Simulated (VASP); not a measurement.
Write the native input for VASP 6.6.1 that does the following.

| Quantity | Value |
| --- | --- |
| Task | single point |
| Functional | revPBE |
| Dispersion | D3(BJ) |
| Potentials or basis | VASP PAW PBE potentials, release 64 (Ga_d, O) |
| Cutoff | 520 eV |
| k mesh | 9 × 9 × 5 |
| Occupations | fermi-dirac, width 0.05 eV |
| Spin | no spin polarisation |
| Dipole correction | no |
| Further INCAR settings | ALGO = Normal; EDIFF = 1e-07; NBANDS = 55 |

The structure of Ga2O3 lies in POSCAR:

```
Ga2O3
1.0
    6.1873644791     -1.5385332127      0.0000000000
    6.1873644791      1.5385332127      0.0000000000
   -1.4042276835      0.0000000000      5.7040962965
Ga O
4 6
Direct
    0.3413400000      0.3413400000      0.6859800000
    0.6586600000      0.6586600000      0.3140200000
    0.9095000000      0.9095000000      0.2054000000
    0.0905000000      0.0905000000      0.7946000000
    0.5041000000      0.5041000000      0.7434000000
    0.4959000000      0.4959000000      0.2566000000
    0.8267000000      0.8267000000      0.4368000000
    0.1733000000      0.1733000000      0.5632000000
    0.8355000000      0.8355000000      0.8902000000
    0.1645000000      0.1645000000      0.1098000000
```

The input as run:

INCAR

```
PREC     = Accurate       # precision mode
ENCUT    = 520            # plane-wave cutoff, eV
EDIFF    = 1E-7           # SCF threshold, eV
ISMEAR   = -1             # smearing method
SIGMA    = 0.05           # smearing width, eV
LREAL    = F              # projectors in reciprocal space
LASPH    = T              # aspherical terms in the spheres
NELM     = 80             # most SCF steps
ALGO     = Normal         # electronic algorithm
ISIF     = 2              # what is computed and relaxed
LWAVE    = F              # write WAVECAR
LCHARG   = T              # write CHGCAR
GGA      = RE             # functional
IVDW     = 12             # dispersion correction
LELF     = T              # ELF
LVHAR    = T            
NBANDS   = 55             # bands
```

KPOINTS

```
Automatic mesh
0
Gamma
  9 9 5
```

Potentials or basis: VASP PAW PBE potentials, release 64 (Ga_d, O).

Command:

```console
$ cat potpaw_PBE.64/Ga_d/POTCAR potpaw_PBE.64/O/POTCAR > POTCAR
$ mpirun -np 1 vasp_std > vasp.out
```

Results of the run:

```
Pressure                   : -0.4 GPa
Largest force              : 0.146 eV/Å
Band gap on the k mesh     : 2.15 eV (least direct gap 2.18 eV)
Dispersion energy per atom : -0.376 eV
```

Caveat: the PAW data sets were made with another functional, which shifts forces and pressure a little; an odd mesh through Γ misses points on the zone boundary, where band edges can lie.

Run time: 26 min on 1 thread of Intel(R) Xeon(R) Platinum 8259CL CPU @ 2.50GHz (Skylake/Cascade Lake), with other jobs on the host, peak memory 0.66 GiB.
